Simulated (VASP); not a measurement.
Set up this calculation in VASP 6.6.1, as the native input.

| Property | Result |
| --- | --- |
| Task | single point |
| Functional | PBE |
| Potentials or basis | VASP PAW PBE potentials, release 64 (Os_sv_GW, S, F) |
| Cutoff | 520 eV |
| k mesh | 1 × 1 × 1 |
| Occupations | gaussian, width 0.01 eV |
| Spin | non-collinear spin, zero start, spin-orbit coupling |
| Starting moments | [[0.0, 0.0, 0.0], [0.0, 0.0, 0.0], [0.0, 0.0, 0.0], [0.0, 0.0, 0.0], [0.0, 0.0, 0.0], [0.0, 0.0, 0.0]] μB |
| Dipole correction | no |
| Further INCAR settings | ALGO = Normal; EDIFF = 1e-06; NBANDS = 64; NELMDL = -8 |

The structure of OsS3F2 lies in POSCAR:

```
OsS3F2
1.0
   12.2000000000      0.0000000000      0.0000000000
    0.0000000000     12.8700000000      0.0000000000
    0.0000000000      0.0000000000     12.6800000000
Os S F
1 3 2
Direct
    0.4562901600      0.4998430500      0.5001372200
    0.3688524600      0.4998430500      0.6453848600
    0.3688524600      0.4998430500      0.3548895900
    0.6307598400      0.4998430500      0.5001372200
    0.4563582000      0.6500365200      0.5001372200
    0.4563582000      0.3496503500      0.5001372200
```

The input as run:

INCAR

```
  PREC = Accurate
  ENCUT = 520
  EDIFF = 1E-6
  ISMEAR = 0
  SIGMA = 0.01
  LREAL = F
  LASPH = T
  NELM = 200
  ALGO = Normal
  ISIF = 2
  LWAVE = F
  LCHARG = F
  MAGMOM = 0 0 0 0 0 0 0 0 0 0 0 0 0 0 0 0 0 0
  LORBIT = 11
  LSORBIT = T
  GGA_COMPAT = F
  LORBMOM = T
  LMAXMIX = 4
  GGA = PE
  NBANDS = 64
  NELMDL = -8
```

KPOINTS

```
regular mesh
0
Gamma
  1 1 1
```

Potentials or basis: VASP PAW PBE potentials, release 64 (Os_sv_GW, S, F).

The run is started by

```bash
$ cat potpaw_PBE.64/Os_sv_GW/POTCAR potpaw_PBE.64/S/POTCAR potpaw_PBE.64/F/POTCAR > POTCAR
$ mpirun -np 1 vasp_ncl > vasp.out
```

It gave:

| Item | Value |
| --- | --- |
| Largest force | 0.248 eV/Å |
| Net moment | 0.00 μB per cell |
| Valence electrons inside the program's atomic spheres | Os 15.16; S 3.65; F 6.05 |

Wall time 23 min on 1 thread of Intel(R) Xeon(R) Platinum 8488C (Sapphire Rapids), with other jobs on the host, peak memory 4.6 GiB.
